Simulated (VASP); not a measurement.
# AlN (C2) in VASP: notebook, part 2 of 2

VASP 6.6.1. The steps go on from the part before.

## Step 4: Relaxation of cell and atoms, PBE

This run uses another cell than the first one, of 10.52 Å³/atom.

INCAR reads:

```
SYSTEM = AlN
PREC = Accurate
ENCUT = 600
EDIFF = 1E-7
ISMEAR = 0
SIGMA = 0.1
LREAL = .False.
LASPH = .True.
NELM = 80
ALGO = Normal
ISIF = 3
LWAVE = .False.
LCHARG = .False.
GGA = PE
IBRION = 2
NSW = 90
EDIFFG = -0.04
```

KPOINTS reads:

```
Automatic mesh
0
Gamma
  6 6 6
  0 0 0
```

POSCAR reads:

```
AlN
1.0
    1.9196869500     -4.4807288700      0.0000000000
    1.9196869500      4.4807288700      0.0000000000
   -1.9196869500      0.0000000000      3.6673576400
Al N
3 3
Direct
    0.1272342300      0.1272342300      0.2544684600
    0.8727657700      0.8727657700      0.7455315400
    0.3541378600      0.6458621400      0.5000000000
    0.1458621400      0.8541378600      0.5000000000
    0.6458621400      0.3541378600      0.5000000000
    0.8541378600      0.1458621400      0.5000000000
```

Potentials or basis: VASP PAW PBE potentials, release 64 (Al, N).

Started as:

```console
$ cat potpaw_PBE.64/Al/POTCAR potpaw_PBE.64/N/POTCAR > POTCAR
$ mpirun -np 1 vasp_std > vasp.out
```

OUTCAR:

```text
SYSTEM = AlN
   PREC = Accurate
   ENCUT = 600
   EDIFF = 1E-7
   ISMEAR = 0
   LREAL = .False.
   LASPH = .True.
   NELM = 80
   ISIF = 3
   GGA = PE
   IBRION = 2
   NSW = 90
   EDIFFG = -0.04

 ion  position               nearest neighbor table
   1  0.127  0.127  0.254-   5 1.85   3 1.85   4 1.85   6 1.85   2 1.87   2 2.63   2 2.63   3 3.21
                             3 3.29
   2  0.873  0.873  0.746-   4 1.85   6 1.85   5 1.85   3 1.85   1 1.87   1 2.63   1 2.63   3 3.21
                             3 3.29
   3  0.354  0.646  0.500-   2 1.85   1 1.85   4 1.87   6 1.92   6 1.92   2 3.21   1 3.21   1 3.29
                             2 3.29
   4  0.146  0.854  0.500-   1 1.85   2 1.85   3 1.87
   5  0.646  0.354  0.500-   2 1.85   1 1.85
   6  0.854  0.146  0.500-   1 1.85   2 1.85   3 1.92   3 1.92

  LATTYP: Found a face centered orthorhombic cell.
 ALAT       =     3.8393739000
 B/A-ratio  =     1.9103935879
 C/A-ratio  =     2.3340935198

  Lattice vectors:

 A1 = (  -0.0000000000,  -4.4807288700,   3.6673576400)
 A2 = (   1.9196869500,  -4.4807288700,   0.0000000000)
 A3 = (   1.9196869500,   0.0000000000,   3.6673576400)

Analysis of symmetry for initial positions (statically):
=====================================================================
 Subroutine PRICEL returns:
 Original cell was already a primitive cell.

 Routine SETGRP: Setting up the symmetry group for a
 face centered orthorhombic supercell.

 Subroutine GETGRP returns: Found  2 space group operations
 (whereof  2 operations were pure point group operations)
 out of a pool of  8 trial point group operations.

The static configuration has the point symmetry C_2 .

Analysis of symmetry for dynamics (positions and initial velocities):
=====================================================================
 Subroutine PRICEL returns:
 Original cell was already a primitive cell.

 Routine SETGRP: Setting up the symmetry group for a
 face centered orthorhombic supercell.

 Subroutine GETGRP returns: Found  2 space group operations
 (whereof  2 operations were pure point group operations)
 out of a pool of  8 trial point group operations.

[... 112 lines left out ...]
   IBRION =      2    ionic relax: 0-MD 1-quasi-New 2-CG
   NFREE  =      1    steps in history (QN), initial steepest desc. (CG)
   ISIF   =      3    stress and relaxation
   ISYM   =      2    0-nonsym 1-usesym 2-fastsym
   POTIM  = 0.5000    time-step for ionic-motion
   TEBEG  =    0.0;   TEEND  =   0.0 temperature during run
   PSTRESS=    0.0 pullay stress
   NELECT =      24.0000    total number of electrons
   NUPDOWN=      -1.0000    fix difference up-down
   EMIN   =  10.00;   EMAX   =-10.00  energy-range for DOS
   EFERMI =   0.00;   METHOD = LEGACY
   ISMEAR =     0;   SIGMA  =   0.10  broadening in eV -4-tet -1-fermi 0-gaus
   EFERMI_NEDOS =   21; number of points for ismear=-14 and -15
   IALGO  =     38    algorithm
   IMIX   =      4    mixing-type and parameters
     AMIX     =   0.40;   BMIX     =  1.00
     AMIX_MAG =   1.60;   BMIX_MAG =  1.00
  volume/ion in A,a.u.               =      10.52        70.96
  Fermi-wavevector in a.u.,A,eV,Ry     =   1.186200  2.241592 19.144345  1.407070
  Thomas-Fermi vector in A             =   2.322377
   LORBIT       =      0    0 simple, 1 ext, 2 COOP (PROOUT), +10 PAW based schemes
   GGA     = PE    functional components
   LHFCALC =     F    Hartree Fock is set to
   AEXX    =    0.0000 exact exchange contribution
   IVDW    =     0    specifies the selected vdW correction
   LEPSILON=     F    determine dielectric tensor
   LRPA    =     F    only Hartree local field effects (RPA)
 conjugate gradient relaxation of ions
 non-spin polarized calculation
 Gauss-broadening in eV      SIGMA  =   0.10
  energy-cutoff  :      600.00
  volume of cell :       63.09
 maximum number of plane-waves:      2137
   NGX = 19   NGY = 19   NGZ = 17

--------------------------------------- Ionic step        1  -------------------------------------------

 number of electron      24.0000000 magnetization

 Free energy of the ion-electron system (eV)
  ---------------------------------------------------
  ext. energy  EPLUGINS =         0.00000000
  ---------------------------------------------------
  free energy    TOTEN  =       -22.19326609 eV

  energy without entropy =      -22.18534737  energy(sigma->0) =      -22.18930673

 E-fermi :   7.5133     XC(G=0): -10.7143

 val. band max:        7.4957843673   @ k =   0.1667   0.3333   0.5000
 cond. band min:       7.5558316444   @ k =  -0.3333  -0.3333   0.5000
 fundamental gap:      0.0600472770
 Fermi energy:         7.5132672862
[... 1025 lines left out ...]
      5      -2.3623      2.00000
      6      -1.9445      2.00000
[... 8 lines left out ...]
     15       7.0658      0.00000
     16       7.2807      0.00000

 [... further k-points ...]

[... ionic steps 4 to 24 ...]

--------------------------------------- Ionic step       25  -------------------------------------------

 number of electron      24.0000000 magnetization

------------------------ aborting loop because EDIFF is reached ----------------------------------------
[... 75 lines left out ...]
--------------------------------------- Ionic step       27  -------------------------------------------

 number of electron      24.0000000 magnetization

 Free energy of the ion-electron system (eV)
  ---------------------------------------------------
  ext. energy  EPLUGINS =         0.00000000
  ---------------------------------------------------
  free energy    TOTEN  =       -35.42599361 eV

  energy without entropy =      -35.42216094  energy(sigma->0) =      -35.42407728

 E-fermi :   4.9735     XC(G=0):  -8.8727

 val. band max:        4.9727518883   @ k =  -0.1667  -0.3333   0.1667
 cond. band min:       5.0325365061   @ k =   0.5000  -0.0000   0.1667
 fundamental gap:      0.0597846178
 Fermi energy:         4.9734736785
[... 489 lines left out ...]
  FREE ENERGIE OF THE ION-ELECTRON SYSTEM (eV)
  ---------------------------------------------------
  free  energy   TOTEN  =       -35.4259936135 eV

  energy  without entropy=      -35.4221609422  energy(sigma->0) =      -35.42407728

 reached required accuracy - stopping structural energy minimisation
```

OSZICAR:

```text
N       E                     dE             d eps       ncg     rms          rms(c)
DAV:   1     0.120046808032E+03    0.12005E+03   -0.12545E+04  2176   0.151E+03
DAV:   2    -0.179896625754E+02   -0.13804E+03   -0.13566E+03  2976   0.276E+02
DAV:   3    -0.259214081564E+02   -0.79317E+01   -0.78421E+01  2896   0.777E+01
[... 335 lines left out ...]
DAV:   3    -0.354260232875E+02    0.13402E-03   -0.27909E-04  3008   0.121E-01    0.339E-02
DAV:   4    -0.354259942500E+02    0.29038E-04   -0.78974E-05  3120   0.610E-02    0.834E-03
DAV:   5    -0.354259938445E+02    0.40548E-06   -0.71901E-06  2576   0.210E-02    0.510E-03
DAV:   6    -0.354259936885E+02    0.15598E-06   -0.96107E-07  3064   0.738E-03    0.247E-03
DAV:   7    -0.354259936135E+02    0.75005E-07   -0.25094E-07  1968   0.420E-03
  27 F= -.35425994E+02 E0= -.35424077E+02  d E =-.546478E-03
```

CONTCAR:

```text
AlN
   1.00000000000000
     1.7734762502472763   -5.4364463524753956    0.0692644820015645
     1.7734762502472763    5.4364463524753956    0.0692644820015645
    -1.5701533007170716    0.0000000000000000    4.8090428747388980
  Al              N
     3     3
Direct
     0.0812820513284788    0.0310884350159872    0.2545662339003158
     0.9689115649840128    0.9187179486715212    0.7454337660996844
     0.3162991432658873    0.6837008567341127    0.5000000000000000
     0.1493127994922627    0.8506872005077374    0.5000000000000000
     0.5962620947283291    0.4037379052716709    0.5000000000000000
     0.8879323462010293    0.1120676537989707    0.5000000000000000

  0.00000000E+00  0.00000000E+00  0.00000000E+00
  0.00000000E+00  0.00000000E+00  0.00000000E+00
  0.00000000E+00  0.00000000E+00  0.00000000E+00
  0.00000000E+00  0.00000000E+00  0.00000000E+00
  0.00000000E+00  0.00000000E+00  0.00000000E+00
  0.00000000E+00  0.00000000E+00  0.00000000E+00
```

It took 28 min on 1 thread of AMD EPYC 9R45 (Zen 5), shared host; peak memory 0.24 GiB.

Results:

| Quantity | Value |
| --- | --- |
| Free energy | -35.4260 eV |
| Relaxed volume | 15.65 Å³/atom |
| Relaxed cell | a = 5.719 Å, b = 5.719 Å, c = 5.059 Å, α = 94.86°, β = 94.86°, γ = 143.84° |
| Space group after relaxing (to 0.1 Å) | C2 (No. 5) |
| Pressure after relaxing | -0.1 GPa |
| Largest force after relaxing | 0.035 eV/Å |
| Band gap on the k mesh | zero (bands 12 and 13 overlap by 0.96 eV) |

Forces on the atoms (eV/Å):
```
Al   0.018 -0.020 -0.003
Al  -0.018 -0.020  0.003
Al   0.000 -0.002  0.000
N    0.000  0.035  0.000
N    0.000  0.004  0.000
N    0.000  0.002  0.000
```

Final structure:
```
CELL_PARAMETERS angstrom
1.77348 -5.43645 0.06926
1.77348 5.43645 0.06926
-1.57015 0.00000 4.80904
ATOMIC_POSITIONS crystal
Al 0.08128 0.03109 0.25457
Al 0.96891 0.91872 0.74543
Al 0.31630 0.68370 0.50000
N 0.14931 0.85069 0.50000
N 0.59626 0.40374 0.50000
N 0.88793 0.11207 0.50000
```

Levels at points of the mesh, in eV from the Fermi level:
```
           k point  band 8  band 9  band 10  band 11  band 12  band 13  band 14  band 15  band 16
(0.00, 0.00, 0.00)   -5.09   -4.27    -3.46    -2.06    -1.62     0.61     2.22     3.11     3.55
(0.50, 0.00, 0.00)   -4.73   -4.13    -3.47    -2.28     0.28     0.76     0.85     1.66     3.08
(0.00, 0.50, 0.50)   -4.50   -4.20    -3.44    -1.85    -0.20     0.86     1.53     1.98     2.97
(0.50, 0.50, 0.00)   -5.47   -4.50    -4.37    -2.08    -1.51    -0.67     2.60     2.92     3.63
(0.00, 0.00, 0.50)   -4.60   -3.70    -2.65    -2.22    -1.14     0.93     1.76     2.85     3.45
(0.50, 0.50, 0.50)   -5.34   -4.72    -2.23    -2.15    -1.15     0.54     1.47     2.91     3.51
```

Caveat: the volume moved by over 15 % at a fixed basis, so the end points are rough.

## Step 5: Single point, PBE, collinear spin, ferromagnetic start

This run uses another cell than the first one, of 10.52 Å³/atom.

INCAR reads:

```
  PREC = Accurate
  ENCUT = 520
  EDIFF = 1E-6
  ISMEAR = 0
  SIGMA = 0.1
  LREAL = F
  LASPH = T
  NELM = 150
  ALGO = Normal
  ISIF = 2
  LWAVE = F
  LCHARG = F
  ISPIN = 2
  MAGMOM = 0 0 0 1 1 1
  LORBIT = 11
  GGA = PE
  NBANDS = 25
```

KPOINTS reads:

```
Automatic mesh
0
Gamma
  6 6 6
```

POSCAR is that of step 4.

Started as:

```console
$ cat potpaw_PBE.64/Al/POTCAR potpaw_PBE.64/N/POTCAR > POTCAR
$ mpirun -np 1 vasp_std > vasp.out
```

Wall time 2.8 min (1 thread of AMD EPYC 9R45 (Zen 5), shared host); peak memory 0.28 GiB.

Results (log left out):

* Free energy: -22.1875 eV
* Pressure: 77.7 GPa
* Largest force: 18.508 eV/Å
* Band gap on the k mesh: zero (filled and empty bands overlap)
* Net moment: 0.00 μB per cell
* Valence electrons inside the program's atomic spheres: Al 1.19, 1.07 (each value once); N 3.74, 3.59, 3.81

Forces in eV/Å, atoms in the order of the input:
```
Al  -7.043 -8.800  5.685
Al   7.043 -8.800 -5.685
Al   0.000 18.508  0.000
N    0.000 -1.163  0.000
N    0.000 -1.463  0.000
N    0.000  1.718  0.000
```

Stress tensor (GPa, compression positive):
```
 59.55   0.00  25.47
  0.00  71.22   0.00
 25.47   0.00 102.46
```

Levels at points of the mesh, in eV from the Fermi level:
Spin up:
```csv
k point,band 8,band 9,band 10,band 11,band 12,band 13,band 14,band 15,band 16,band 17
"(0.00, 0.00, 0.00)",-4.85,-2.96,-2.43,-1.32,-0.05,1.59,1.76,3.30,5.37,5.72
"(0.50, 0.00, 0.00)",-4.61,-2.93,-2.28,-0.93,-0.42,0.13,1.71,2.30,4.32,6.07
"(0.00, 0.50, 0.50)",-4.16,-2.89,-1.68,-0.90,-0.37,0.16,0.65,2.65,4.30,5.21
"(0.50, 0.50, 0.00)",-4.02,-3.54,-3.49,-1.53,-1.31,-0.40,2.16,3.22,5.12,5.74
"(0.00, 0.00, 0.50)",-4.63,-3.74,-1.12,-0.71,-0.35,1.76,3.22,5.54,5.64,5.78
"(0.50, 0.50, 0.50)",-4.78,-4.68,-2.59,-0.70,0.36,0.40,3.67,5.28,5.75,5.81
```
Spin down:
| k point | band 10 | band 11 | band 12 | band 13 | band 14 | band 15 |
| --- | --- | --- | --- | --- | --- | --- |
| (0.00, 0.00, 0.00) | -2.44 | -1.32 | -0.05 | 1.59 | 1.76 | 3.30 |
| (0.50, 0.00, 0.00) | -2.28 | -0.93 | -0.42 | 0.13 | 1.71 | 2.30 |
| (0.00, 0.50, 0.50) | -1.68 | -0.90 | -0.37 | 0.16 | 0.65 | 2.65 |
| (0.50, 0.50, 0.00) | -3.49 | -1.53 | -1.31 | -0.40 | 2.16 | 3.22 |
| (0.00, 0.00, 0.50) | -1.12 | -0.71 | -0.35 | 1.76 | 3.22 | 5.54 |
| (0.50, 0.50, 0.50) | -2.59 | -0.70 | 0.36 | 0.40 | 3.67 | 5.28 |

Caveat: the cell stands under pressure; semilocal functionals underestimate gaps, so a narrow gap can read as zero; forces of over 1 eV/Å act on the atoms, so gaps and moduli don't describe the material at rest.

## Step 6: Single point, PBE, collinear spin, ferromagnetic start

This run uses another cell than the first one, of the same volume but with other edges.

INCAR reads:

```
SYSTEM = AlN
ALGO = Normal
EDIFF = 1E-6
ENCUT = 520
GGA = PE
ISIF = 2
ISMEAR = 0
ISPIN = 2
LASPH = .TRUE.
LCHARG = .FALSE.
LORBIT = 11
LREAL = .FALSE.
LWAVE = .FALSE.
MAGMOM = 0 0 0 1 1 1
NBANDS = 25
NELM = 150
PREC = Accurate
SIGMA = 0.1
```

KPOINTS reads:

```
k-points
0
G
  6 6 4
  0 0 0
```

POSCAR reads:

```
AlN
1.0
    1.7656729310     -5.4646795453      0.0000000000
    1.7656729310      5.4646795453      0.0000000000
   -0.5702336281      0.0000000000      4.9794231926
Al N
3 3
Direct
    0.6244297359      0.5717974599      0.2539788329
    0.4282025401      0.3755702641      0.7460211671
    0.8169031409      0.1830968591      0.5000000000
    0.6496309918      0.3503690082      0.5000000000
    0.0927809511      0.9072190489      0.5000000000
    0.3880526402      0.6119473598      0.5000000000
```

Potentials or basis: VASP PAW PBE potentials, release 64 (Al, N).

Started as:

```console
$ cat potpaw_PBE.64/Al/POTCAR potpaw_PBE.64/N/POTCAR > POTCAR
$ mpirun -np 1 vasp_std > vasp.out
```

Wall time 5.5 min (1 thread of AMD EPYC 9R45 (Zen 5), shared host); peak memory 0.39 GiB.

The run converged. Its results:

```yaml
Free_energy: -35.6894 eV
Pressure: -0.1 GPa
Largest_force: 0.019 eV/Å
Band_gap_on_the_k_mesh: zero (filled and empty bands overlap)
Net_moment: -0.04 μB per cell
Valence_electrons_inside_the_program's_atomic_spheres: Al 0.79, 0.75 (each value once); N 3.73, 3.62, 3.75
```

Forces in eV/Å, atoms in the order of the input:
```
Al  -0.009 -0.004 -0.014
Al   0.009 -0.004  0.014
Al   0.000  0.017  0.000
N    0.000 -0.019  0.000
N    0.000  0.012  0.000
N    0.000 -0.002  0.000
```

Stress tensor (GPa, compression positive):
```
-0.03  0.00 -0.13
 0.00 -0.14  0.00
-0.13  0.00 -0.10
```

Levels at points of the mesh, in eV from the Fermi level:
Spin up:
```csv
k point,band 10,band 11,band 12,band 13,band 14,band 15
"(0.00, 0.00, 0.00)",-3.32,-1.83,-1.50,0.82,2.29,3.19
"(0.50, 0.00, 0.00)",-3.36,-2.59,0.01,1.03,1.28,1.90
"(0.50, 0.50, 0.00)",-4.16,-1.89,-1.34,-0.49,2.71,2.84
"(0.00, 0.00, 0.50)",-2.49,-1.95,-1.22,1.06,1.85,2.94
"(0.50, 0.00, 0.50)",-3.28,-1.41,-0.14,1.04,1.80,2.82
"(0.50, 0.50, 0.50)",-2.07,-1.91,-1.22,0.79,1.57,2.89
```
Spin down:
| k point | band 10 | band 11 | band 12 | band 13 | band 14 | band 15 |
| --- | --- | --- | --- | --- | --- | --- |
| (0.00, 0.00, 0.00) | -3.32 | -1.83 | -1.50 | 0.79 | 2.28 | 3.18 |
| (0.50, 0.00, 0.00) | -3.36 | -2.60 | -0.05 | 1.02 | 1.26 | 1.90 |
| (0.50, 0.50, 0.00) | -4.18 | -1.90 | -1.34 | -0.51 | 2.70 | 2.84 |
| (0.00, 0.00, 0.50) | -2.50 | -1.96 | -1.22 | 1.04 | 1.83 | 2.92 |
| (0.50, 0.00, 0.50) | -3.28 | -1.42 | -0.19 | 1.04 | 1.80 | 2.79 |
| (0.50, 0.50, 0.50) | -2.08 | -1.92 | -1.23 | 0.77 | 1.55 | 2.89 |

Caveat: semilocal functionals underestimate gaps, so a narrow gap can read as zero.

## Step 7: Overview

| task | spin | cell | k mesh | cutoff (eV) | gap on the mesh (eV) | pressure (GPa) | moment (μB) | largest force (eV/Å) |
| --- | --- | --- | --- | --- | --- | --- | --- | --- |
| single point | off | a = 5.743, b = 5.743, c = 6.451 Å, angles 101.3, 101.3, 144.2°, 6 atoms, atomic positions A | 6 × 6 × 6 | 520 | none | -0.1 | - | 0.01 |
| single point | off | a = 4.875, b = 4.875, c = 4.139 Å, angles 100.5, 100.5, 133.6°, 6 atoms, atomic positions B | 6 × 6 × 6 | 520 | none | 77.7 | - | 18.51 |
| relaxation of cell and atoms | off | relaxed from a = 4.875, b = 4.875, c = 4.139 Å, angles 100.5, 100.5, 133.6°, 6 atoms, atomic positions B | 6 × 6 × 6 | 600 | none | -0.1 | - | 0.04 |
| single point | collinear, ferromagnetic start | a = 4.875, b = 4.875, c = 4.139 Å, angles 100.5, 100.5, 133.6°, 6 atoms, atomic positions B | 6 × 6 × 6 | 520 | none | 77.7 | 0.00 | 18.51 |
| single point | collinear, ferromagnetic start | a = 5.743, b = 5.743, c = 5.012 Å, angles 92.0, 92.0, 144.2°, 6 atoms, atomic positions C | 6 × 6 × 4 | 520 | none | -0.1 | 0.04 | 0.02 |

Alike in all rows: level PBE; potentials or basis VASP PAW PBE potentials, release 64 (Al, N); smearing gaussian 0.1 eV.

Caveats: semilocal functionals underestimate gaps, so a narrow gap can read as zero (at least some runs); the cell stands under pressure (at least some runs); forces of over 1 eV/Å act on the atoms, so gaps and moduli don't describe the material at rest (at least some runs); the volume moved by over 15 % at a fixed basis, so the end points are rough (at least some runs).

Absolute energies hang on the potentials; compare differences alone.
